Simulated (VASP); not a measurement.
Crystal: C.

```
C
1.0
     0.00000    1.78574    1.78574
     1.78574    0.00000    1.78574
     1.78574    1.78574    0.00000
C
2
Direct
  0.00000 0.00000 0.00000
  0.25000 0.25000 0.25000
```

Base run:

- Program: VASP 6.6.1
- Functional: r2SCAN
- Potentials or basis: VASP PAW PBE potentials, release 64 (C)
- Cutoff: 660 eV
- k mesh: 12 × 12 × 12
- Occupations: gaussian, width 0.02 eV
- Spin: no spin polarisation

Its results: band gap on the k mesh 4.33 eV (least direct gap 5.83 eV); pressure -4.1 GPa.

Problem. The run is repeated on the same cell with these changes: functional from r2SCAN to PBEsol; cutoff from 660 eV to 600 eV. What comes out?

Solution. Band gap on the k mesh 4.03 eV (least direct gap 5.53 eV); pressure -6.1 GPa.

Caveats: the cell stands under tension; the PAW data sets were made with another functional, which shifts forces and pressure a little.

A k mesh can miss the band edges.
